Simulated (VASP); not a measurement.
Set up this calculation in VASP 6.6.1, as the native input.

```yaml
Task: single point
Functional: slater exchange, pbe correlation
Potentials_or_basis: VASP PAW PBE potentials, release 64 (Al, N)
Cutoff: 600 eV
k_mesh: 7 × 7 × 4, shifted
Occupations: methfessel-paxton, width 0.1 eV
Spin: no spin polarisation
Dipole_correction: no
Further_INCAR_settings: ALGO = Normal; EDIFF = 1e-06; NBANDS = 16; ISYM = 0
```

The structure of AlN lies in POSCAR:

```
AlN
1.0
    3.0580660455      0.0001242961      0.0000000000
   -1.5289253791      2.6484250299      0.0000000000
    0.0000000000      0.0000000000      4.8709160440
Al N
2 2
Direct
    0.3333310204      0.6666689796     -0.0016697394
    0.6666689796      0.3333310204      0.4983302606
    0.3333167609      0.6666832391      0.3816697394
    0.6666832391      0.3333167609      0.8816697394
```

The input as run:

INCAR

```
ALGO = Normal
EDIFF = 1E-6
ENCUT = 600
GGA = LIBXC
GGA_COMPAT = False
ISIF = 2
ISMEAR = 1
ISYM = 0
LASPH = True
LCHARG = False
LIBXC1 = LDA_X
LIBXC2 = GGA_C_PBE
LREAL = False
LWAVE = False
NBANDS = 16
NELM = 120
PREC = Accurate
SIGMA = 0.1
```

KPOINTS

```
Automatic mesh
0
Gamma
  7 7 4
  0.5 0.5 0.5
```

Potentials or basis: VASP PAW PBE potentials, release 64 (Al, N).

Command:

```sh
$ cat potpaw_PBE.64/Al/POTCAR potpaw_PBE.64/N/POTCAR > POTCAR
$ mpirun -np 1 vasp_std > vasp.out
```

Results of the run:

| Property | Result |
| --- | --- |
| Pressure | 2.9 GPa |
| Largest force | 0.013 eV/Å |
| Band gap on the k mesh | 4.80 eV (least direct gap 5.09 eV) |

Caveat: the PAW data sets were made with another functional, which shifts forces and pressure a little; a shifted mesh leaves out Γ, where band edges can lie.

It took 46 s on 1 thread of AMD EPYC 7R13 Processor (Zen 3), with other jobs on the host, peak memory 0.17 GiB.
